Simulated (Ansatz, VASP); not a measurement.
**GaN in VASP and in Ansatz**

```
Ga N
1.0
     0.00000    2.19716    2.36618
     2.19716    0.00000    2.36618
     2.19716    2.19716    0.00000
Ga N
1 1
Cartesian
  0.0000 0.0000 0.0000
  3.2957 3.2957 3.5493
```

Change from the starting cell: strain -0.025 along x and y, +0.050 along z, atoms carried along.

Alike in both runs: task single point; functional PBE; k mesh 10 × 10 × 10; occupations gaussian, width 0.05 eV; no spin polarisation.

|  | VASP | Ansatz |
| --- | --- | --- |
| version | VASP 6.6.1 | Ansatz 0.2.0 |
| potentials or method | VASP PAW PBE potentials, release 64 (Ga_d, N), cutoff 520 eV | scalar-relativistic, plane waves, PAW |
| valence electrons in the cell | 18 | 18 |

|  | VASP | Ansatz | Ansatz less VASP |
| --- | --- | --- | --- |
| gap on the k mesh at the Fermi level (eV) | 1.58 | 1.58 | -0.007 |
| least direct gap on the mesh (eV) | 1.58 | 1.58 | -0.007 |
| pressure (GPa) | 5.1 | 5.0 | -0.07 |
| traceless stress, the component that is largest in VASP (GPa) | -7.10 | -7.08 | +0.019 |
